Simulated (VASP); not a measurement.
# NiO (Fm-3m) in VASP: further runs

The runs below take NiO through single point, with PBE.

Everything below comes from runs of VASP 6.6.1. Logs are shortened: lines on timing, memory, paths and dates and some standing lists are left out, and cuts for length are marked.

**1. The cell of the first run**

The structure is cubic, space group Fm-3m (No. 225). Conventional cell: a = 4.183 Å, b = 4.183 Å, c = 4.183 Å, α = 90.00°, β = 90.00°, γ = 90.00°. Within 2.8 Å of Ni (site symmetry m-3m) lie 6 O at 2.09 Å. Within 2.8 Å of O (site symmetry m-3m) lie 6 Ni at 2.09 Å.

**2. Single point, PBE, collinear spin, ferromagnetic start**

File INCAR:

```
PREC = Accurate
ENCUT = 520
EDIFF = 1E-6
ISMEAR = 0
SIGMA = 0.15
LREAL = F
LASPH = T
NELM = 150
ALGO = Normal
ISIF = 2
LWAVE = F
LCHARG = F
ISPIN = 2
MAGMOM = 1.61 0.33
LORBIT = 11
LMAXMIX = 4
GGA = PE
NBANDS = 19
```

File KPOINTS:

```
Automatic mesh
0
Gamma
  20 20 20
```

File POSCAR:

```
NiO
1.0
    0.0000000000      2.0913100000      2.0913100000
    2.0913100000      0.0000000000      2.0913100000
    2.0913100000      2.0913100000      0.0000000000
Ni O
1 1
Direct
    0.0000000000      0.0000000000      0.0000000000
    0.5000000000      0.5000000000      0.5000000000
```

Potentials or basis: VASP PAW PBE potentials, release 64 (Ni, O).

Started as:

```
> cat potpaw_PBE.64/Ni/POTCAR potpaw_PBE.64/O/POTCAR > POTCAR
> mpirun -np 1 vasp_std > vasp.out
```

OUTCAR:

```text
PREC = Accurate
   ENCUT = 520
   EDIFF = 1E-6
   ISMEAR = 0
   LREAL = F
   LASPH = T
   NELM = 150
   ISIF = 2
   ISPIN = 2
   LORBIT = 11
   GGA = PE

 ion  position               nearest neighbor table
   1  0.000  0.000  0.000-   2 2.09   2 2.09   2 2.09   2 2.09   2 2.09   2 2.09
   2  0.500  0.500  0.500-   1 2.09   1 2.09   1 2.09   1 2.09   1 2.09   1 2.09

  LATTYP: Found a face centered cubic cell.
 ALAT       =     4.1826200000

  Lattice vectors:

 A1 = (   0.0000000000,   2.0913100000,   2.0913100000)
 A2 = (   2.0913100000,   0.0000000000,   2.0913100000)
 A3 = (   2.0913100000,   2.0913100000,   0.0000000000)

Analysis of symmetry for initial positions (statically):
=====================================================================
 Subroutine PRICEL returns:
 Original cell was already a primitive cell.

 Routine SETGRP: Setting up the symmetry group for a
 face centered cubic supercell.

 Subroutine GETGRP returns: Found 48 space group operations
 (whereof 48 operations were pure point group operations)
 out of a pool of 48 trial point group operations.

The static configuration has the point symmetry O_h .

Analysis of symmetry for dynamics (positions and initial velocities):
=====================================================================
 Subroutine PRICEL returns:
 Original cell was already a primitive cell.

 Routine SETGRP: Setting up the symmetry group for a
 face centered cubic supercell.

 Subroutine GETGRP returns: Found 48 space group operations
 (whereof 48 operations were pure point group operations)
 out of a pool of 48 trial point group operations.

The dynamic configuration has the point symmetry O_h .

Analysis of structural, dynamic, and magnetic symmetry:
=====================================================================
 Subroutine PRICEL returns:
 Original cell was already a primitive cell.

 Routine SETGRP: Setting up the symmetry group for a
 face centered cubic supercell.

 Subroutine GETGRP returns: Found 48 space group operations
 (whereof 48 operations were pure point group operations)
 out of a pool of 48 trial point group operations.

The overall configuration has the point symmetry O_h .

 Subroutine INISYM returns: Found 48 space group operations
 (whereof 48 operations are pure point group operations),
 and found     1 'primitive' translations

----------------------------------------------------------------------------------------

                                     Primitive cell

  volume of cell :      18.2930

  direct lattice vectors                    reciprocal lattice vectors
     0.000000000  2.091310000  2.091310000    -0.239084593  0.239084593  0.239084593
     2.091310000  0.000000000  2.091310000     0.239084593 -0.239084593  0.239084593
     2.091310000  2.091310000  0.000000000     0.239084593  0.239084593 -0.239084593

  length of vectors
     2.957558965  2.957558965  2.957558965     0.414106662  0.414106662  0.414106662

  position of ions in fractional coordinates (direct lattice)
     0.000000000  0.000000000  0.000000000
     0.500000000  0.500000000  0.500000000

  ion indices of the primitive-cell ions
   primitive index   ion index
                 1           1
                 2           2

----------------------------------------------------------------------------------------

 KPOINTS: Automatic mesh

Automatic generation of k-mesh.
 Grid dimensions read from file:
 generate k-points for:   20   20   20

 Generating k-lattice:

  Cartesian coordinates                     Fractional coordinates (reciprocal lattice)
    -0.011954230  0.011954230  0.011954230     0.050000000  0.000000000  0.000000000
     0.011954230 -0.011954230  0.011954230     0.000000000  0.050000000  0.000000000
     0.011954230  0.011954230 -0.011954230     0.000000000  0.000000000  0.050000000

  Length of vectors
     0.020705333  0.020705333  0.020705333

  Shift w.r.t. Gamma in fractional coordinates (k-lattice)
     0.000000000  0.000000000  0.000000000

 Subroutine IBZKPT returns following result:
 ===========================================

 Found    256 irreducible k-points:

 Following reciprocal coordinates:
            Coordinates               Weight
  0.000000  0.000000  0.000000      1.000000
  0.050000  0.000000  0.000000      8.000000
  0.100000  0.000000  0.000000      8.000000
  0.150000  0.000000  0.000000      8.000000
  0.200000  0.000000  0.000000      8.000000
  0.250000  0.000000  0.000000      8.000000
[... 16 lines left out ...]
 -0.400000  0.050000  0.000000     24.000000
 -0.350000  0.050000  0.000000     24.000000
 [... further k-points ...]
   k-points           NKPTS =    256   k-points in BZ     NKDIM =    256   number of bands    NBANDS=     19
   number of dos      NEDOS =    301   number of ions     NIONS =      2
   total plane-waves  NPLWV =  13824
   dimension x,y,z NGX =    24 NGY =   24 NGZ =   24
   dimension x,y,z NGXF=    48 NGYF=   48 NGZF=   48
   ions per type =               1   1
   NGX,Y,Z   is equivalent  to a cutoff of  13.49, 13.49, 13.49 a.u.
   NGXF,Y,Z  is equivalent  to a cutoff of  26.98, 26.98, 26.98 a.u.
 SYSTEM =  unknown system
   PREC   = accura    normal or accurate (medium, high low for compatibility)
   ISTART =      0    job   : 0-new  1-cont  2-samecut
   ICHARG =      2    charge: 1-file 2-atom 10-const
   ISPIN  =      2    spin polarized calculation?
   LNONCOLLINEAR =      F non collinear calculations
   LSORBIT =      F    spin-orbit coupling
   LASPH  =      T    aspherical Exc in radial PAW
   ENCUT  =  520.0 eV  38.22 Ry    6.18 a.u.   5.50  5.50  5.50*2*pi/ulx,y,z
   NELM   =    150;   NELMIN=  2; NELMDL= -5     # of ELM steps
   EDIFF  = 0.1E-05   stopping-criterion for ELM
   LREAL  =      F    real-space projection
   EDIFFG = 0.1E-04   stopping-criterion for IOM
   NSW    =      0    number of steps for IOM
   IBRION =     -1    ionic relax: 0-MD 1-quasi-New 2-CG
   NFREE  =      0    steps in history (QN), initial steepest desc. (CG)
   ISIF   =      2    stress and relaxation
   ISYM   =      2    0-nonsym 1-usesym 2-fastsym
   POTIM  = 0.5000    time-step for ionic-motion
   TEBEG  =    0.0;   TEEND  =   0.0 temperature during run
   PSTRESS=    0.0 pullay stress
   NELECT =      16.0000    total number of electrons
   NUPDOWN=      -1.0000    fix difference up-down
   EMIN   =  10.00;   EMAX   =-10.00  energy-range for DOS
   EFERMI =   0.00;   METHOD = LEGACY
   ISMEAR =     0;   SIGMA  =   0.15  broadening in eV -4-tet -1-fermi 0-gaus
   EFERMI_NEDOS =   21; number of points for ismear=-14 and -15
   IALGO  =     38    algorithm
   IMIX   =      4    mixing-type and parameters
     AMIX     =   0.40;   BMIX     =  1.00
     AMIX_MAG =   1.60;   BMIX_MAG =  1.00
  volume/ion in A,a.u.               =       9.15        61.72
  Fermi-wavevector in a.u.,A,eV,Ry     =   1.565620  2.958593 33.350146  2.451167
  Thomas-Fermi vector in A             =   2.668069
   LORBIT       =     11    0 simple, 1 ext, 2 COOP (PROOUT), +10 PAW based schemes
   GGA     = PE    functional components
   LHFCALC =     F    Hartree Fock is set to
   AEXX    =    0.0000 exact exchange contribution
   IVDW    =     0    specifies the selected vdW correction
   LEPSILON=     F    determine dielectric tensor
   LRPA    =     F    only Hartree local field effects (RPA)
 spin polarized calculation
 Gauss-broadening in eV      SIGMA  =   0.15
  energy-cutoff  :      520.00
  volume of cell :       18.29
 maximum number of plane-waves:       531
 NGX is ok and might be reduce to    24
   NGX = 11   NGY = 11   NGZ = 11

 number of electron      16.0000005 magnetization       1.6962672

 Free energy of the ion-electron system (eV)
  ---------------------------------------------------
  ext. energy  EPLUGINS =         0.00000000
  ---------------------------------------------------
  free energy    TOTEN  =       -11.48063944 eV

  energy without entropy =      -11.46708516  energy(sigma->0) =      -11.47386230

 E-fermi :   7.8482     XC(G=0): -12.6546

 val. band max:        7.8465341228   @ k =  -0.3000   0.2500   0.0500
 cond. band min:       7.8524026263   @ k =   0.4000   0.3000   0.1000
 fundamental gap:      0.0058685035
 Fermi energy:         7.8482215736

 spin component 1

 k-point     1 :       0.0000    0.0000    0.0000
  band No.  band energies     occupation
      1     -12.5003      1.00000
      2       4.7558      1.00000
      3       4.7558      1.00000
      4       4.8483      1.00000
      5       4.8483      1.00000
      6       4.8483      1.00000
[... 11 lines left out ...]
     18      33.7094      0.00000
     19      33.7095      0.00000
[... 485 lines left out ...]
 k-point    24 :      -0.3500    0.0500    0.0000
  band No.  band energies     occupation
      1     -11.3877      1.00000
      2       0.3171      1.00000
      3       2.1533      1.00000
      4       2.2638      1.00000
      5       5.7599      1.00000
      6       5.7706      1.00000
[... 11 lines left out ...]
     18      37.8906      0.00000
     19      38.7070      0.00000

 [... further k-points ...]

 spin component 2

 k-point     1 :       0.0000    0.0000    0.0000
  band No.  band energies     occupation
      1     -12.0835      1.00000
      2       5.3301      1.00000
      3       5.3301      1.00000
      4       5.3301      1.00000
      5       6.0082      1.00000
      6       6.0084      1.00000
[... 11 lines left out ...]
     18      34.2914      0.00000
     19      34.2916      0.00000
[... 485 lines left out ...]
 k-point    24 :      -0.3500    0.0500    0.0000
  band No.  band energies     occupation
      1     -10.9350      1.00000
      2       0.6967      1.00000
      3       3.2410      1.00000
      4       3.2699      1.00000
      5       6.6953      1.00000
      6       6.8029      1.00000
[... 11 lines left out ...]
     18      38.2402      0.00000
     19      39.1301      0.00000

 [... further k-points ...]

------------------------ aborting loop because EDIFF is reached ----------------------------------------

  FORCE on cell =-STRESS in cart. coord.  units (eV):
  Direction    XX          YY          ZZ          XY          YZ          ZX
  --------------------------------------------------------------------------------------
  -------------------------------------------------------------------------------------
  Total        0.4217249      0.4217249      0.4217249      0.0000000     -0.0000000      0.0000000
  in kB       36.9363986     36.9363986     36.9363986      0.0000000     -0.0000000      0.0000000
  external PRESSURE =      36.9363986 kB  Pullay stress =       0.0000000 kB

 VOLUME and BASIS-vectors are now :
 -----------------------------------------------------------------------------
  energy-cutoff  :      520.00
  volume of cell :       18.29
      direct lattice vectors                 reciprocal lattice vectors
     0.000000000  2.091310000  2.091310000    -0.239084593  0.239084593  0.239084593
     2.091310000  0.000000000  2.091310000     0.239084593 -0.239084593  0.239084593
     2.091310000  2.091310000  0.000000000     0.239084593  0.239084593 -0.239084593

 POSITION                                       TOTAL-FORCE (eV/Angst)
 -----------------------------------------------------------------------------------
      0.00000      0.00000      0.00000        -0.000000     -0.000000     -0.000000
      2.09131      2.09131      2.09131         0.000000      0.000000      0.000000
 -----------------------------------------------------------------------------------
    total drift:                                0.000000     -0.000000     -0.000000

  FREE ENERGIE OF THE ION-ELECTRON SYSTEM (eV)
  ---------------------------------------------------
  free  energy   TOTEN  =       -11.4806394440 eV

  energy  without entropy=      -11.4670851595  energy(sigma->0) =      -11.47386230

 total charge

# of ion       s       p       d       tot
------------------------------------------
    1        0.330   0.401   8.250   8.980
    2        1.557   3.418   0.000   4.976
--------------------------------------------------
tot          1.887   3.819   8.250  13.956

 magnetization (x)

# of ion       s       p       d       tot
------------------------------------------
    1        0.011   0.015   1.375   1.401
    2        0.027   0.227   0.000   0.254
--------------------------------------------------
tot          0.039   0.242   1.375   1.655
```

It took 3.6 min on 1 thread of Intel Xeon 8259CL, shared host; peak memory 0.26 GiB.

Results:

```yaml
Free_energy: -11.4806 eV
Pressure: 3.7 GPa
Net_moment: 1.70 μB per cell
Site_moments: Ni +1.40; O +0.25 μB
Valence_electrons_inside_the_program's_atomic_spheres: Ni 8.98; O 4.98
```

Levels at points of the mesh, in eV from the Fermi level:
Spin up:
| k point | band 6 | band 7 | band 8 | band 9 | band 10 | band 11 | band 12 | band 13 |
| --- | --- | --- | --- | --- | --- | --- | --- | --- |
| (0.00, 0.00, 0.00) | -3.00 | -2.63 | -2.63 | -2.63 | 1.50 | 17.82 | 18.88 | 18.88 |
| (0.50, 0.00, 0.00) | -1.94 | -1.41 | 0.29 | 0.29 | 5.57 | 9.91 | 13.97 | 13.97 |
| (0.50, 0.50, 0.00) | -2.76 | -2.21 | -1.63 | -1.63 | 6.10 | 10.52 | 12.20 | 16.53 |
Spin down:
```csv
k point,band 5,band 6,band 7,band 8,band 9,band 10
"(0.00, 0.00, 0.00)",-1.84,-1.84,-1.84,-0.63,-0.63,1.83
"(0.50, 0.00, 0.00)",-0.96,-0.96,-0.59,2.17,2.17,5.74
"(0.50, 0.50, 0.00)",-2.81,-0.76,-0.76,-0.21,0.32,6.54
```

Caveat: the cell stands under pressure; a cell with one magnetic atom can't hold antiferromagnetic order, which such compounds often take; semilocal functionals often make such compounds metallic where correlation or magnetic order opens a gap, which also shifts bond lengths.

**3. Single point, PBE, collinear spin, ferromagnetic start**

INCAR is that of step 2.

File KPOINTS:

```
regular mesh
0
Gamma
  22 22 22
```

POSCAR is that of step 2.

Potentials or basis: VASP PAW PBE potentials, release 64 (Ni, O).

Started as:

```
> cat potpaw_PBE.64/Ni/POTCAR potpaw_PBE.64/O/POTCAR > POTCAR
> mpirun -np 1 vasp_std > vasp.out
```

OUTCAR:

```text
PREC = Accurate
   ENCUT = 520
   EDIFF = 1E-6
   ISMEAR = 0
   LREAL = F
   LASPH = T
   NELM = 150
   ISIF = 2
   ISPIN = 2
   LORBIT = 11
   GGA = PE

 ion  position               nearest neighbor table
   1  0.000  0.000  0.000-   2 2.09   2 2.09   2 2.09   2 2.09   2 2.09   2 2.09
   2  0.500  0.500  0.500-   1 2.09   1 2.09   1 2.09   1 2.09   1 2.09   1 2.09

  LATTYP: Found a face centered cubic cell.
 ALAT       =     4.1826200000

  Lattice vectors:

 A1 = (   0.0000000000,   2.0913100000,   2.0913100000)
[... 1271 lines left out ...]
  external PRESSURE =      37.1973699 kB  Pullay stress =       0.0000000 kB

 VOLUME and BASIS-vectors are now :
 -----------------------------------------------------------------------------
  energy-cutoff  :      520.00
  volume of cell :       18.29
      direct lattice vectors                 reciprocal lattice vectors
     0.000000000  2.091310000  2.091310000    -0.239084593  0.239084593  0.239084593
     2.091310000  0.000000000  2.091310000     0.239084593 -0.239084593  0.239084593
     2.091310000  2.091310000  0.000000000     0.239084593  0.239084593 -0.239084593

 POSITION                                       TOTAL-FORCE (eV/Angst)
 -----------------------------------------------------------------------------------
      0.00000      0.00000      0.00000        -0.000000     -0.000000     -0.000000
      2.09131      2.09131      2.09131         0.000000      0.000000      0.000000
 -----------------------------------------------------------------------------------
    total drift:                                0.000000     -0.000000     -0.000000

  FREE ENERGIE OF THE ION-ELECTRON SYSTEM (eV)
  ---------------------------------------------------
  free  energy   TOTEN  =       -11.4806047526 eV

  energy  without entropy=      -11.4669296446  energy(sigma->0) =      -11.47376720

 total charge

# of ion       s       p       d       tot
------------------------------------------
    1        0.330   0.401   8.249   8.980
    2        1.557   3.418   0.000   4.976
--------------------------------------------------
tot          1.887   3.819   8.249  13.956

 magnetization (x)

# of ion       s       p       d       tot
------------------------------------------
    1        0.011   0.015   1.375   1.402
    2        0.027   0.227   0.000   0.254
--------------------------------------------------
tot          0.039   0.242   1.375   1.656
```

OSZICAR:

```text
N       E                     dE             d eps       ncg     rms          rms(c)
DAV:   1     0.853246642159E+02    0.85325E+02   -0.70445E+03 26774   0.104E+03
DAV:   2    -0.847748706222E+01   -0.93802E+02   -0.81926E+02 25855   0.237E+02
DAV:   3    -0.137126860640E+02   -0.52352E+01   -0.50061E+01 28658   0.564E+01
DAV:   4    -0.137598963378E+02   -0.47210E-01   -0.47162E-01 27799   0.521E+00
DAV:   5    -0.137606196488E+02   -0.72331E-03   -0.72326E-03 28427   0.644E-01    0.152E+01
DAV:   6    -0.126584647304E+02    0.11022E+01   -0.12377E+01 32765   0.607E+01    0.188E+01
DAV:   7    -0.115102004490E+02    0.11483E+01   -0.41366E+00 31807   0.473E+01    0.622E+00
DAV:   8    -0.114793654764E+02    0.30835E-01   -0.21879E-01 32379   0.704E+00    0.376E+00
DAV:   9    -0.114803892877E+02   -0.10238E-02   -0.27249E-02 36885   0.263E+00    0.102E+00
DAV:  10    -0.114805064628E+02   -0.11718E-03   -0.42902E-03 27600   0.659E-01    0.196E-01
DAV:  11    -0.114805928482E+02   -0.86385E-04   -0.13368E-04 30085   0.133E-01    0.990E-02
DAV:  12    -0.114806040125E+02   -0.11164E-04   -0.21797E-05 31399   0.100E-01    0.323E-02
DAV:  13    -0.114806047526E+02   -0.74015E-06   -0.43172E-06 29353   0.304E-02
   1 F= -.11480605E+02 E0= -.11473767E+02  d E =-.136751E-01  mag=     1.6981
```

It took 4.4 min on 1 thread of Intel Xeon 8259CL, shared host; peak memory 0.3 GiB.

Results:

| Property | Result |
| --- | --- |
| Free energy | -11.4806 eV |
| Pressure | 3.7 GPa |
| Net moment | 1.70 μB per cell |
| Site moments | Ni +1.40; O +0.25 μB |
| Valence electrons inside the program's atomic spheres | Ni 8.98; O 4.98 |

Caveat: the cell stands under pressure; a cell with one magnetic atom can't hold antiferromagnetic order, which such compounds often take; semilocal functionals often make such compounds metallic where correlation or magnetic order opens a gap, which also shifts bond lengths. With open d or f shells a metallic result of PBE can be an artefact of self-interaction; +U or a hybrid may open a gap.
